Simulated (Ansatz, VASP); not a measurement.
# ScIn3SbP in VASP and in Ansatz

```
Sc In Sb P
1.0
     5.71974    0.00000    0.00000
    -2.85987    4.95344    0.00000
     0.00000    0.00000    5.50785
Sc In Sb P
1 3 1 1
Direct
  0.00000 0.00000 0.00000
  0.49804 0.99607 0.50000
  0.00393 0.50196 0.50000
  0.49804 0.50196 0.50000
  0.66667 0.33333 0.00000
  0.33333 0.66667 0.00000
```

Change from the starting cell: species swapped into the LaMnAlNi3 type (P-6m2, No. 187).

Alike in both runs: functional PBE; k mesh 12 × 12 × 8; occupations gaussian, width 0.1 eV; no spin polarisation.

Ansatz relaxed the structure, and its values are those at the end. VASP's run is a single point on that final structure, the one shown.

```csv
,VASP,Ansatz
version,VASP 6.6.1,Ansatz 0.2.0
potentials or method,"VASP PAW PBE potentials, release 64 (Sc_sv, In_d, Sb, P), cutoff 520 eV","scalar-relativistic, plane waves, PAW"
valence electrons in the cell,60,70
```

|  | VASP | Ansatz | Ansatz less VASP |
| --- | --- | --- | --- |
| gap on the k mesh at the Fermi level (eV) | none | none | - |
| pressure (GPa) | 0.0 | 0.0 | +0.02 |

A gap of «none» marks a metal or a gap that the smearing closes. VASP's potentials hold 60 valence electrons a cell and Ansatz's 70, so a difference there can come from the potentials and not from the codes.

Neither program's run includes spin-orbit coupling.
